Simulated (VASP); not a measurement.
A run of VASP 6.6.1 is set up as follows.

INCAR

```
SYSTEM = Pd
  PREC = Accurate
  ENCUT = 520
  EDIFF = 1E-6
  ISMEAR = -1
  SIGMA = 0.05
  LREAL = .False.
  LASPH = .True.
  NELM = 100
  ALGO = Normal
  ISIF = 2
  LWAVE = .False.
  LCHARG = .False.
  GGA = PE
  IVDW = 13
  NBANDS = 11
```

KPOINTS

```
Automatic mesh
0
Gamma
  12 12 12
  0 0 0
```

Contents of POSCAR:

```
Pd
1.0
    0.0000000000      1.9531539170      1.9531539170
    1.9531539170      0.0000000000      1.9531539170
    1.9531539170      1.9531539170      0.0000000000
Pd
1
Direct
    0.0000000000      0.0000000000      0.0000000000
```

Potentials or basis: VASP PAW PBE potentials, release 64 (Pd).

The run is started by

```console
$ cat potpaw_PBE.64/Pd/POTCAR > POTCAR
$ mpirun -np 1 vasp_std > vasp.out
```

Question: What does it give for the pressure?

Answer: -0.4 GPa.

Question: What does it give for the band gap on the k mesh?

Answer: Zero (band 5 reaches 9.88 eV, above the bottom of band 6 at 8.33 eV).

Caveat: pairwise dispersion overbinds metals, which lowers pressure and volume.
